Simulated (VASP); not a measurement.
# CdSnO2 (R-3m) in VASP: single point with PBE

Aim: the single point of CdSnO2 with PBE.

Program: VASP 6.6.1. These are calculated values, not measurements. Logs are shortened: lines on timing, memory, paths and dates and some standing lists are left out, and cuts for length are marked.

### Step 1. The cell of the first run

The structure is trigonal, space group R-3m (No. 166). Conventional cell: a = 3.495 Å, b = 3.495 Å, c = 17.303 Å, α = 90.00°, β = 90.00°, γ = 120.00°. Cd (site symmetry -3m) has 6 O at 2.41 Å within 3.2 Å. Within 3.4 Å of Sn (site symmetry -3m) lie 6 O at 2.55 Å. O (site symmetry 3m) has 3 Cd at 2.41 Å and 3 Sn at 2.55 Å within 3.2 Å.

### Step 2. Single point, PBE

Contents of INCAR:

```
PREC = Accurate
ENCUT = 600
EDIFF = 1E-6
ISMEAR = 0
SIGMA = 0.15
LREAL = False
LASPH = True
NELM = 120
ALGO = Normal
ISIF = 2
LWAVE = False
LCHARG = True
GGA = PE
LELF = True
LVHAR = True
NBANDS = 27
GGA_COMPAT = False
```

Contents of KPOINTS:

```
regular mesh
0
Gamma
  4 4 4
```

Contents of POSCAR:

```
CdSnO2
1.0
    1.7475196743      1.0089309527      5.7676734341
   -1.7475196743      1.0089309527      5.7676734341
    0.0000000000     -2.0178619103      5.7676734332
Cd Sn O
1 1 2
Direct
    0.5000000000      0.5000000000      0.5000000000
    0.0000000000      0.0000000000      0.0000000000
    0.7567737712      0.7567737712      0.7567737712
    0.2432262288      0.2432262288      0.2432262288
```

Potentials or basis: VASP PAW PBE potentials, release 64 (Cd, Sn_d, O).

Command:

```console
> cat potpaw_PBE.64/Cd/POTCAR potpaw_PBE.64/Sn_d/POTCAR potpaw_PBE.64/O/POTCAR > POTCAR
> mpirun -np 1 vasp_std > vasp.out
```

OUTCAR:

```text
PREC = Accurate
   ENCUT = 600
   EDIFF = 1E-6
   ISMEAR = 0
   LREAL = False
   LASPH = True
   NELM = 120
   ISIF = 2
   GGA = PE

 ion  position               nearest neighbor table
   1  0.500  0.500  0.500-   4 2.41   3 2.41   4 2.41   4 2.41   3 2.41   3 2.41   2 3.52   2 3.52
                             2 3.52   2 3.52   2 3.52   2 3.52
   2  0.000  0.000  0.000-   3 2.55   4 2.55   3 2.55   3 2.55   4 2.55   4 2.55   1 3.52   1 3.52
                             1 3.52   1 3.52   1 3.52   1 3.52
   3  0.757  0.757  0.757-   1 2.41   1 2.41   1 2.41   2 2.55   2 2.55   2 2.55
   4  0.243  0.243  0.243-   1 2.41   1 2.41   1 2.41   2 2.55   2 2.55   2 2.55

  LATTYP: Found a trigonal (rhomboedric) cell.
 ALAT       =     6.1104683554
 COS(alpha) =     0.8364219055

  Lattice vectors:

 A1 = (   1.7475196743,   1.0089309527,   5.7676734341)
 A2 = (  -1.7475196743,   1.0089309527,   5.7676734341)
 A3 = (   0.0000000000,  -2.0178619103,   5.7676734332)

Analysis of symmetry for initial positions (statically):
=====================================================================
 Subroutine PRICEL returns:
 Original cell was already a primitive cell.

 Routine SETGRP: Setting up the symmetry group for a
 trigonal (rhombohedral) supercell.

 Subroutine GETGRP returns: Found 12 space group operations
 (whereof 12 operations were pure point group operations)
 out of a pool of 12 trial point group operations.

The static configuration has the point symmetry D_3d.

Analysis of symmetry for dynamics (positions and initial velocities):
=====================================================================
 Subroutine PRICEL returns:
 Original cell was already a primitive cell.

 Routine SETGRP: Setting up the symmetry group for a
 trigonal (rhombohedral) supercell.

 Subroutine GETGRP returns: Found 12 space group operations
 (whereof 12 operations were pure point group operations)
 out of a pool of 12 trial point group operations.

The dynamic configuration has the point symmetry D_3d.

 Subroutine INISYM returns: Found 12 space group operations
 (whereof 12 operations are pure point group operations),
 and found     1 'primitive' translations

----------------------------------------------------------------------------------------

                                     Primitive cell

  volume of cell :      61.0148

  direct lattice vectors                    reciprocal lattice vectors
     1.747519674  1.008930953  5.767673434     0.286119812  0.165191350  0.057793378
    -1.747519674  1.008930953  5.767673434    -0.286119812  0.165191350  0.057793378
     0.000000000 -2.017861910  5.767673433     0.000000000 -0.330382701  0.057793378

  length of vectors
     6.110468355  6.110468355  6.110468355     0.335399468  0.335399468  0.335399468

  position of ions in fractional coordinates (direct lattice)
     0.500000000  0.500000000  0.500000000
     0.000000000  0.000000000  0.000000000
     0.756773771  0.756773771  0.756773771
     0.243226229  0.243226229  0.243226229

  ion indices of the primitive-cell ions
   primitive index   ion index
                 1           1
                 2           2
                 3           3
                 4           4

----------------------------------------------------------------------------------------

 KPOINTS: regular mesh

Automatic generation of k-mesh.
 Grid dimensions read from file:
 generate k-points for:    4    4    4

 Generating k-lattice:

  Cartesian coordinates                     Fractional coordinates (reciprocal lattice)
     0.071529953  0.041297838  0.014448345     0.250000000 -0.000000000  0.000000000
    -0.071529953  0.041297838  0.014448345    -0.000000000  0.250000000  0.000000000
     0.000000000 -0.082595675  0.014448345     0.000000000  0.000000000  0.250000000

  Length of vectors
     0.083849867  0.083849867  0.083849867

  Shift w.r.t. Gamma in fractional coordinates (k-lattice)
     0.000000000  0.000000000  0.000000000

 Subroutine IBZKPT returns following result:
 ===========================================

 Found     13 irreducible k-points:

 Following reciprocal coordinates:
            Coordinates               Weight
  0.000000  0.000000  0.000000      1.000000
  0.250000  0.000000  0.000000      6.000000
  0.500000  0.000000  0.000000      3.000000
  0.250000  0.250000  0.000000      6.000000
  0.500000  0.250000  0.000000     12.000000
 -0.250000  0.250000  0.000000      6.000000
  0.500000  0.500000  0.000000      3.000000
  0.250000  0.250000  0.250000      2.000000
  0.500000  0.250000  0.250000      6.000000
 -0.250000  0.250000  0.250000      6.000000
  0.500000  0.500000  0.250000      6.000000
 -0.250000  0.500000  0.250000      6.000000
  0.500000  0.500000  0.500000      1.000000
   k-points           NKPTS =     13   k-points in BZ     NKDIM =     13   number of bands    NBANDS=     27
   number of dos      NEDOS =    301   number of ions     NIONS =      4
   total plane-waves  NPLWV = 125000
   dimension x,y,z NGX =    50 NGY =   50 NGZ =   50
   dimension x,y,z NGXF=   100 NGYF=  100 NGZF=  100
   ions per type =               1   1   2
   NGX,Y,Z   is equivalent  to a cutoff of  13.60, 13.60, 13.60 a.u.
   NGXF,Y,Z  is equivalent  to a cutoff of  27.21, 27.21, 27.21 a.u.
 SYSTEM =  unknown system
   PREC   = accura    normal or accurate (medium, high low for compatibility)
   ISTART =      0    job   : 0-new  1-cont  2-samecut
   ICHARG =      2    charge: 1-file 2-atom 10-const
   ISPIN  =      1    spin polarized calculation?
   LNONCOLLINEAR =      F non collinear calculations
   LSORBIT =      F    spin-orbit coupling
   LASPH  =      T    aspherical Exc in radial PAW
   ENCUT  =  600.0 eV  44.10 Ry    6.64 a.u.  12.20 12.20 12.20*2*pi/ulx,y,z
   NELM   =    120;   NELMIN=  2; NELMDL= -5     # of ELM steps
   EDIFF  = 0.1E-05   stopping-criterion for ELM
   LREAL  =      F    real-space projection
[... 7 lines left out ...]
   TEBEG  =    0.0;   TEEND  =   0.0 temperature during run
   PSTRESS=    0.0 pullay stress
   NELECT =      38.0000    total number of electrons
   NUPDOWN=      -1.0000    fix difference up-down
   EMIN   =  10.00;   EMAX   =-10.00  energy-range for DOS
   EFERMI =   0.00;   METHOD = LEGACY
   ISMEAR =     0;   SIGMA  =   0.15  broadening in eV -4-tet -1-fermi 0-gaus
   EFERMI_NEDOS =   21; number of points for ismear=-14 and -15
   IALGO  =     38    algorithm
   IMIX   =      4    mixing-type and parameters
     AMIX     =   0.40;   BMIX     =  1.00
     AMIX_MAG =   1.60;   BMIX_MAG =  1.00
  volume/ion in A,a.u.               =      15.25       102.94
  Fermi-wavevector in a.u.,A,eV,Ry     =   1.398055  2.641941 26.593368  1.954557
  Thomas-Fermi vector in A             =   2.521251
   LORBIT       =      0    0 simple, 1 ext, 2 COOP (PROOUT), +10 PAW based schemes
   GGA     = PE    functional components
   LHFCALC =     F    Hartree Fock is set to
   AEXX    =    0.0000 exact exchange contribution
   IVDW    =     0    specifies the selected vdW correction
   LEPSILON=     F    determine dielectric tensor
   LRPA    =     F    only Hartree local field effects (RPA)
 non-spin polarized calculation
 Gauss-broadening in eV      SIGMA  =   0.15
  energy-cutoff  :      600.00
  volume of cell :       61.01
 maximum number of plane-waves:      2059
 NGX is ok and might be reduce to    50
   NGX = 25   NGY = 25   NGZ = 25

 number of electron      37.9999998 magnetization

 Free energy of the ion-electron system (eV)
  ---------------------------------------------------
  ext. energy  EPLUGINS =         0.00000000
  ---------------------------------------------------
  free energy    TOTEN  =       -18.06888469 eV

  energy without entropy =      -18.06391305  energy(sigma->0) =      -18.06639887

 E-fermi :   5.3823     XC(G=0): -10.9999

 val. band max:        5.2796984519   @ k =  -0.2500   0.2500   0.0000
 cond. band min:       5.8423196060   @ k =   0.2500   0.2500   0.2500
 fundamental gap:      0.5626211541
 Fermi energy:         5.3823223680

 k-point     1 :       0.0000    0.0000    0.0000
  band No.  band energies     occupation
      1     -16.1363      2.00000
      2     -16.1363      2.00000
      3     -16.1198      2.00000
      4     -16.0395      2.00000
      5     -16.0395      2.00000
      6     -12.9028      2.00000
[... 19 lines left out ...]
     26      17.0400      0.00000
     27      17.2251      0.00000

 k-point     2 :       0.2500    0.0000    0.0000
  band No.  band energies     occupation
      1     -16.1623      2.00000
      2     -16.0979      2.00000
      3     -16.0871      2.00000
      4     -16.0830      2.00000
      5     -16.0450      2.00000
      6     -12.6124      2.00000
[... 19 lines left out ...]
     26      16.0984      0.00000
     27      16.2411      0.00000

 k-point     3 :       0.5000    0.0000    0.0000
  band No.  band energies     occupation
      1     -16.2040      2.00000
      2     -16.1380      2.00000
      3     -16.0599      2.00000
      4     -16.0460      2.00000
      5     -16.0278      2.00000
      6     -12.2929      2.00000
[... 19 lines left out ...]
     26      16.0049      0.00000
     27      16.3459      0.00000

 k-point     4 :       0.2500    0.2500    0.0000
  band No.  band energies     occupation
      1     -16.1626      2.00000
      2     -16.0977      2.00000
      3     -16.0871      2.00000
      4     -16.0830      2.00000
      5     -16.0450      2.00000
      6     -12.5943      2.00000
[... 19 lines left out ...]
     26      16.1693      0.00000
     27      16.4861      0.00000
[... 186 lines left out ...]
      4     -16.0827      2.00000
      5     -16.0450      2.00000
      6     -12.4604      2.00000
[... 19 lines left out ...]
     26      15.4557      0.00000
     27      16.1863      0.00000

 k-point    12 :      -0.2500    0.5000    0.2500
  band No.  band energies     occupation
      1     -16.1557      2.00000
      2     -16.1139      2.00000
      3     -16.0869      2.00000
      4     -16.0801      2.00000
      5     -16.0432      2.00000
      6     -12.2228      2.00000
[... 19 lines left out ...]
     26      14.2846      0.00000
     27      16.2424      0.00000

 k-point    13 :       0.5000    0.5000    0.5000
  band No.  band energies     occupation
      1     -16.1362      2.00000
      2     -16.1362      2.00000
      3     -16.1190      2.00000
      4     -16.0394      2.00000
      5     -16.0394      2.00000
      6     -12.6233      2.00000
[... 19 lines left out ...]
     26      15.7976      0.00000
     27      16.3867      0.00000

------------------------ aborting loop because EDIFF is reached ----------------------------------------

  FORCE on cell =-STRESS in cart. coord.  units (eV):
  Direction    XX          YY          ZZ          XY          YZ          ZX
  --------------------------------------------------------------------------------------
  -------------------------------------------------------------------------------------
  Total        0.0244909      0.0244909     -0.1180106      0.0000000      0.0000000      0.0000000
  in kB        0.6431029      0.6431029     -3.0988193      0.0000000      0.0000000      0.0000000
  external PRESSURE =      -0.6042045 kB  Pullay stress =       0.0000000 kB

 VOLUME and BASIS-vectors are now :
 -----------------------------------------------------------------------------
  energy-cutoff  :      600.00
  volume of cell :       61.01
      direct lattice vectors                 reciprocal lattice vectors
     1.747519674  1.008930953  5.767673434     0.286119812  0.165191350  0.057793378
    -1.747519674  1.008930953  5.767673434    -0.286119812  0.165191350  0.057793378
     0.000000000 -2.017861910  5.767673433     0.000000000 -0.330382701  0.057793378

 POSITION                                       TOTAL-FORCE (eV/Angst)
 -----------------------------------------------------------------------------------
      0.00000     -0.00000      8.65151        -0.000000     -0.000000      0.000000
      0.00000      0.00000      0.00000         0.000000     -0.000000      0.000000
      0.00000     -0.00000     13.09447         0.000000      0.000000     -0.051094
      0.00000     -0.00000      4.20855         0.000000     -0.000000      0.051094
 -----------------------------------------------------------------------------------
    total drift:                                0.000000      0.000000      0.000000

  FREE ENERGIE OF THE ION-ELECTRON SYSTEM (eV)
  ---------------------------------------------------
  free  energy   TOTEN  =       -18.0688846877 eV

  energy  without entropy=      -18.0639130476  energy(sigma->0) =      -18.06639887
```

Wall time 42 s (1 thread of Intel Xeon Platinum 8559C (Emerald Rapids), shared host); peak memory 0.36 GiB.

Results:

- Free energy: -18.0689 eV
- Pressure: -0.1 GPa
- Largest force: 0.051 eV/Å
- Band gap on the k mesh: zero (band 19 reaches 5.28 eV, above the bottom of band 20 at 4.91 eV)

Forces in eV/Å, atoms in the order of the input:
```
Cd   0.000  0.000  0.000
Sn   0.000  0.000  0.000
O    0.000  0.000 -0.051
O    0.000  0.000  0.051
```

Caveat: the k points lie up to 0.53 Å⁻¹ apart; spin-orbit coupling is left out, which moves the levels of the heavy elements.
